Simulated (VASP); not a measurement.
# La (Im-3m) in VASP: a series of runs

La is run at these levels: LDA; tasks: single point.

All numbers are computed with VASP 6.6.1; they aren't measurements. Logs are shortened: lines on timing, memory, paths and dates and some standing lists are left out, and cuts for length are marked.

### Step 1. The cell of the first run

It takes space group Im-3m (No. 229, cubic). Conventional cell: a = 3.676 Å, b = 3.676 Å, c = 3.676 Å, α = 90.00°, β = 90.00°, γ = 90.00°. Within 4.2 Å of La (site symmetry m-3m) lie 14 La at 3.18 to 3.68 Å.

### Step 2. Single point, LDA (volume scaled by 0.75)

INCAR reads:

```
ALGO = Normal
EDIFF = 1E-6
ENCUT = 520
GGA = CA
ISIF = 2
ISMEAR = -1
LASPH = T
LCHARG = F
LREAL = F
LWAVE = F
NBANDS = 12
NELM = 60
PREC = Accurate
SIGMA = 0.08
```

KPOINTS reads:

```
k-points
0
Gamma
  15 15 15
```

POSCAR reads:

```
La
1.0
   -1.8381089944      1.8381089944      1.8381089944
    1.8381089944     -1.8381089944      1.8381089944
    1.8381089944      1.8381089944     -1.8381089944
La
1
Direct
    0.0000000000      0.0000000000      0.0000000000
```

Potentials or basis: VASP PAW LDA potentials, release 64 (La).

Command:

```bash
$ cat potpaw_LDA.64/La/POTCAR > POTCAR
$ mpirun -np 1 vasp_std > vasp.out
```

OUTCAR:

```text
EDIFF = 1E-6
   ENCUT = 520
   GGA = CA
   ISIF = 2
   ISMEAR = -1
   LASPH = T
   LREAL = F
   NELM = 60
   PREC = Accurate

 ion  position               nearest neighbor table
   1  0.000  0.000  0.000-

  LATTYP: Found a body centered cubic cell.
 ALAT       =     3.6762179888

  Lattice vectors:

 A1 = (  -1.8381089944,   1.8381089944,   1.8381089944)
 A2 = (   1.8381089944,  -1.8381089944,   1.8381089944)
 A3 = (   1.8381089944,   1.8381089944,  -1.8381089944)

Analysis of symmetry for initial positions (statically):
=====================================================================
 Subroutine PRICEL returns:
 Original cell was already a primitive cell.

 Routine SETGRP: Setting up the symmetry group for a
 body centered cubic supercell.

 Subroutine GETGRP returns: Found 48 space group operations
 (whereof 48 operations were pure point group operations)
 out of a pool of 48 trial point group operations.

The static configuration has the point symmetry O_h .

Analysis of symmetry for dynamics (positions and initial velocities):
=====================================================================
 Subroutine PRICEL returns:
 Original cell was already a primitive cell.

 Routine SETGRP: Setting up the symmetry group for a
 body centered cubic supercell.

 Subroutine GETGRP returns: Found 48 space group operations
 (whereof 48 operations were pure point group operations)
 out of a pool of 48 trial point group operations.

The dynamic configuration has the point symmetry O_h .

 Subroutine INISYM returns: Found 48 space group operations
 (whereof 48 operations are pure point group operations),
 and found     1 'primitive' translations

----------------------------------------------------------------------------------------

                                     Primitive cell

  volume of cell :      24.8413

  direct lattice vectors                    reciprocal lattice vectors
    -1.838108994  1.838108994  1.838108994     0.000000000  0.272018690  0.272018690
     1.838108994 -1.838108994  1.838108994     0.272018690  0.000000000  0.272018690
     1.838108994  1.838108994 -1.838108994     0.272018690  0.272018690  0.000000000

  length of vectors
     3.183698168  3.183698168  3.183698168     0.384692520  0.384692520  0.384692520

  position of ions in fractional coordinates (direct lattice)
     0.000000000  0.000000000  0.000000000

  ion indices of the primitive-cell ions
   primitive index   ion index
                 1           1

----------------------------------------------------------------------------------------

 KPOINTS: k-points

Automatic generation of k-mesh.
 Grid dimensions read from file:
 generate k-points for:   15   15   15

 Generating k-lattice:

  Cartesian coordinates                     Fractional coordinates (reciprocal lattice)
     0.000000000  0.018134579  0.018134579     0.066666667  0.000000000  0.000000000
     0.018134579  0.000000000  0.018134579     0.000000000  0.066666667  0.000000000
     0.018134579  0.018134579  0.000000000     0.000000000  0.000000000  0.066666667

  Length of vectors
     0.025646168  0.025646168  0.025646168

  Shift w.r.t. Gamma in fractional coordinates (k-lattice)
     0.000000000  0.000000000  0.000000000

 Subroutine IBZKPT returns following result:
 ===========================================

 Found    120 irreducible k-points:

 Following reciprocal coordinates:
            Coordinates               Weight
  0.000000  0.000000  0.000000      1.000000
  0.066667  0.000000  0.000000     12.000000
  0.133333  0.000000  0.000000     12.000000
  0.200000  0.000000  0.000000     12.000000
  0.266667  0.000000  0.000000     12.000000
  0.333333  0.000000  0.000000     12.000000
[... 16 lines left out ...]
  0.333333  0.200000 -0.000000     48.000000
  0.400000  0.200000  0.000000     24.000000
 [... further k-points ...]
   k-points           NKPTS =    120   k-points in BZ     NKDIM =    120   number of bands    NBANDS=     12
   number of dos      NEDOS =    301   number of ions     NIONS =      1
   total plane-waves  NPLWV =  13824
   dimension x,y,z NGX =    24 NGY =   24 NGZ =   24
   dimension x,y,z NGXF=    48 NGYF=   48 NGZF=   48
   ions per type =               1
   NGX,Y,Z   is equivalent  to a cutoff of  12.53, 12.53, 12.53 a.u.
   NGXF,Y,Z  is equivalent  to a cutoff of  25.06, 25.06, 25.06 a.u.
 SYSTEM =  unknown system
   PREC   = accura    normal or accurate (medium, high low for compatibility)
   ISTART =      0    job   : 0-new  1-cont  2-samecut
   ICHARG =      2    charge: 1-file 2-atom 10-const
   ISPIN  =      1    spin polarized calculation?
   LNONCOLLINEAR =      F non collinear calculations
   LSORBIT =      F    spin-orbit coupling
   LASPH  =      T    aspherical Exc in radial PAW
   ENCUT  =  520.0 eV  38.22 Ry    6.18 a.u.   5.92  5.92  5.92*2*pi/ulx,y,z
   NELM   =     60;   NELMIN=  2; NELMDL= -5     # of ELM steps
   EDIFF  = 0.1E-05   stopping-criterion for ELM
   LREAL  =      F    real-space projection
   EDIFFG = 0.1E-04   stopping-criterion for IOM
   NSW    =      0    number of steps for IOM
   IBRION =     -1    ionic relax: 0-MD 1-quasi-New 2-CG
   NFREE  =      0    steps in history (QN), initial steepest desc. (CG)
   ISIF   =      2    stress and relaxation
   ISYM   =      2    0-nonsym 1-usesym 2-fastsym
   POTIM  = 0.5000    time-step for ionic-motion
   TEBEG  =    0.0;   TEEND  =   0.0 temperature during run
   PSTRESS=    0.0 pullay stress
   NELECT =      11.0000    total number of electrons
   NUPDOWN=      -1.0000    fix difference up-down
   EMIN   =  10.00;   EMAX   =-10.00  energy-range for DOS
   EFERMI =   0.00;   METHOD = LEGACY
   ISMEAR =    -1;   SIGMA  =   0.08  broadening in eV -4-tet -1-fermi 0-gaus
   EFERMI_NEDOS =   21; number of points for ismear=-14 and -15
   IALGO  =     38    algorithm
   IMIX   =      4    mixing-type and parameters
     AMIX     =   0.40;   BMIX     =  1.00
     AMIX_MAG =   1.60;   BMIX_MAG =  1.00
  volume/ion in A,a.u.               =      24.84       167.64
  Fermi-wavevector in a.u.,A,eV,Ry     =   1.247808  2.358015 21.184612  1.557025
  Thomas-Fermi vector in A             =   2.381923
   LORBIT       =      0    0 simple, 1 ext, 2 COOP (PROOUT), +10 PAW based schemes
   GGA     = CA    functional components
   LHFCALC =     F    Hartree Fock is set to
   AEXX    =    0.0000 exact exchange contribution
   IVDW    =     0    specifies the selected vdW correction
   LEPSILON=     F    determine dielectric tensor
   LRPA    =     F    only Hartree local field effects (RPA)
 non-spin polarized calculation
  energy-cutoff  :      520.00
  volume of cell :       24.84
 maximum number of plane-waves:       682
   NGX = 11   NGY = 11   NGZ = 11

 number of electron      10.9999998 magnetization

 Free energy of the ion-electron system (eV)
  ---------------------------------------------------
  ext. energy  EPLUGINS =         0.00000000
  ---------------------------------------------------
  free energy    TOTEN  =        -5.20399710 eV

  energy without entropy =       -5.15877905  energy(sigma->0) =       -5.18138807

 E-fermi :  12.1500     XC(G=0): -11.5121

 val. band max:       12.1482811943   @ k =   0.2667   0.0000   0.0000
 cond. band min:      12.1539936182   @ k =  -0.2667   0.3333   0.1333
 fundamental gap:      0.0057124239
 Fermi energy:        12.1500417167

 k-point     1 :       0.0000    0.0000    0.0000
  band No.  band energies     occupation
      1     -20.5000      2.00000
      2      -1.9344      2.00000
      3      -1.9344      2.00000
      4      -1.9344      2.00000
      5      10.0802      2.00000
      6      13.8769      0.00000
      7      13.8769      0.00000
      8      13.8769      0.00000
      9      14.0742      0.00000
     10      14.0742      0.00000
     11      14.0742      0.00000
     12      15.4971      0.00000

 k-point     2 :       0.0667    0.0000    0.0000
  band No.  band energies     occupation
      1     -20.4654      2.00000
      2      -2.1507      2.00000
      3      -1.9950      2.00000
      4      -1.9394      2.00000
      5      10.3330      2.00000
      6      13.4825      0.00000
      7      13.5115      0.00000
      8      13.8646      0.00000
      9      14.1634      0.00000
     10      14.3746      0.00000
     11      14.3881      0.00000
     12      15.4722      0.00000

 k-point     3 :       0.1333    0.0000    0.0000
  band No.  band energies     occupation
      1     -20.3656      2.00000
      2      -2.7250      2.00000
      3      -2.1615      2.00000
      4      -1.9538      2.00000
      5      10.9068      2.00000
      6      13.0346      0.00003
      7      13.0633      0.00002
      8      13.8388      0.00000
      9      14.3530      0.00000
     10      14.6661      0.00000
     11      14.6741      0.00000
     12      15.3891      0.00000
[... 286 lines left out ...]
 k-point    23 :       0.3333    0.2000   -0.0000
  band No.  band energies     occupation
      1     -19.5600      2.00000
      2      -5.4056      2.00000
      3      -3.8037      2.00000
      4      -2.4188      2.00000
      5      10.8906      2.00000
      6      12.2609      0.40036
      7      13.9721      0.00000
      8      14.2736      0.00000
      9      14.6989      0.00000
     10      15.1976      0.00000
     11      15.3019      0.00000
     12      15.4572      0.00000

 k-point    24 :       0.4000    0.2000    0.0000
  band No.  band energies     occupation
      1     -19.5240      2.00000
      2      -5.4780      2.00000
      3      -3.9008      2.00000
      4      -2.4308      2.00000
      5      10.8272      2.00000
      6      12.3013      0.26240
      7      14.0891      0.00000
      8      14.1545      0.00000
      9      14.7587      0.00000
     10      15.2586      0.00000
     11      15.3229      0.00000
     12      15.3767      0.00000

 [... further k-points ...]
[... 5 lines left out ...]
  --------------------------------------------------------------------------------------
  -------------------------------------------------------------------------------------
  Total        1.9238671      1.9238671      1.9238671     -0.0000000      0.0000000      0.0000000
  in kB      124.0828860    124.0828860    124.0828860     -0.0000000      0.0000000      0.0000000
  external PRESSURE =     124.0828860 kB  Pullay stress =       0.0000000 kB

 VOLUME and BASIS-vectors are now :
 -----------------------------------------------------------------------------
  energy-cutoff  :      520.00
  volume of cell :       24.84
      direct lattice vectors                 reciprocal lattice vectors
    -1.838108994  1.838108994  1.838108994     0.000000000  0.272018690  0.272018690
     1.838108994 -1.838108994  1.838108994     0.272018690  0.000000000  0.272018690
     1.838108994  1.838108994 -1.838108994     0.272018690  0.272018690  0.000000000

 POSITION                                       TOTAL-FORCE (eV/Angst)
 -----------------------------------------------------------------------------------
      0.00000      0.00000      0.00000        -0.000000      0.000000     -0.000000
 -----------------------------------------------------------------------------------
    total drift:                                0.000000     -0.000000     -0.000000

  FREE ENERGIE OF THE ION-ELECTRON SYSTEM (eV)
  ---------------------------------------------------
  free  energy   TOTEN  =        -5.2039971038 eV

  energy  without entropy=       -5.1587790460  energy(sigma->0) =       -5.18138807
```

It took 26 s on 1 thread of Intel Xeon 6975P-C, shared host; peak memory 0.17 GiB.

What came out:

```
Free energy : -5.2040 eV
Pressure    : 12.4 GPa
```

Levels at points of the mesh, in eV from the Fermi level:
```tsv
k point	band 2	band 3	band 4	band 5	band 6	band 7	band 8	band 9	band 10	band 11
(0.00, 0.00, 0.00)	-14.08	-14.08	-14.08	-2.07	1.73	1.73	1.73	1.92	1.92	1.92
```

Caveat: spin-orbit coupling is left out, which moves the levels of the heavy elements.

### Step 3. Single point, LDA (volume scaled by 0.85)

INCAR reads:

```
SYSTEM = La
PREC     = Accurate       ! precision mode
ENCUT    = 520            ! plane-wave cutoff, eV
EDIFF    = 1E-6           ! SCF threshold, eV
ISMEAR   = -1             ! smearing method
SIGMA    = 0.08           ! smearing width, eV
LREAL    = .FALSE.        ! projectors in reciprocal space
LASPH    = .TRUE.         ! aspherical terms in the spheres
NELM     = 80             ! most SCF steps
ALGO     = Normal         ! electronic algorithm
ISIF     = 2              ! what is computed and relaxed
LWAVE    = .FALSE.        ! write WAVECAR
LCHARG   = .FALSE.        ! write CHGCAR
NBANDS   = 12             ! bands
```

KPOINTS reads:

```
regular mesh
0
G
  15 15 15
  0 0 0
```

POSCAR reads:

```
La
1.0
   -1.9164190575      1.9164190575      1.9164190575
    1.9164190575     -1.9164190575      1.9164190575
    1.9164190575      1.9164190575     -1.9164190575
La
1
Direct
    0.0000000000      0.0000000000      0.0000000000
```

Potentials or basis: VASP PAW LDA potentials, release 64 (La).

Command:

```bash
$ cat potpaw_LDA.64/La/POTCAR > POTCAR
$ mpirun -np 1 vasp_std > vasp.out
```

Wall time 49 s (1 thread of Intel Xeon 6975P-C, shared host); peak memory 0.19 GiB.

It converged, with:

```yaml
Free_energy: -5.3835 eV
Pressure: 5.6 GPa
```

Levels at points of the mesh, in eV from the Fermi level:
```tsv
k point	band 2	band 3	band 4	band 5	band 6	band 7	band 8	band 9	band 10	band 11
(0.00, 0.00, 0.00)	-14.65	-14.65	-14.65	-2.62	1.67	1.67	1.67	1.79	1.79	1.79
```

Caveat: spin-orbit coupling is left out, which moves the levels of the heavy elements.

### Step 4. Single point, LDA (volume scaled by 0.95)

INCAR reads:

```
PREC = Accurate ; ENCUT = 520
EDIFF = 1E-6 ; ISMEAR = -1
SIGMA = 0.08 ; LREAL = F
LASPH = T ; NELM = 80
ALGO = Normal ; ISIF = 2
LWAVE = F ; LCHARG = T
LELF = T ; LVHAR = T
NBANDS = 12
```

KPOINTS reads:

```
Automatic mesh
0
Gamma
  15 15 15
```

POSCAR reads:

```
La
1.0
   -1.9888042567      1.9888042567      1.9888042567
    1.9888042567     -1.9888042567      1.9888042567
    1.9888042567      1.9888042567     -1.9888042567
La
1
Direct
    0.0000000000      0.0000000000      0.0000000000
```

Command:

```bash
$ cat potpaw_LDA.64/La/POTCAR > POTCAR
$ mpirun -np 1 vasp_std > vasp.out
```

Wall time 40 s (1 thread of Intel Xeon 6975P-C, shared host); peak memory 0.19 GiB.

It converged, with:

```yaml
Free_energy: -5.4558 eV
Pressure: 1.6 GPa
```

Levels at points of the mesh, in eV from the Fermi level:
| k point | band 3 | band 4 | band 5 | band 6 | band 7 | band 8 | band 9 | band 10 |
| --- | --- | --- | --- | --- | --- | --- | --- | --- |
| (0.00, 0.00, 0.00) | -15.11 | -15.11 | -2.94 | 1.57 | 1.57 | 1.57 | 1.66 | 1.66 |

Caveat: spin-orbit coupling is left out, which moves the levels of the heavy elements.

### Step 5. The runs side by side

| cell | gap on the mesh (eV) | pressure (GPa) |
| --- | --- | --- |
| a = 3.184 Å, angles 109.5°, 1 atom | none | 12.4 |
| a = 3.319 Å, angles 109.5°, 1 atom | none | 5.6 |
| a = 3.445 Å, angles 109.5°, 1 atom | none | 1.6 |

Alike in all rows: task single point; level LDA; potentials or basis VASP PAW LDA potentials, release 64 (La); no spin polarisation; k mesh 15 × 15 × 15; cutoff (eV) 520; smearing fermi-dirac 0.08 eV.

Caveats: spin-orbit coupling is left out, which moves the levels of the heavy elements.

Total energies depend on the potentials used, so only differences within one code and one set of settings carry meaning.
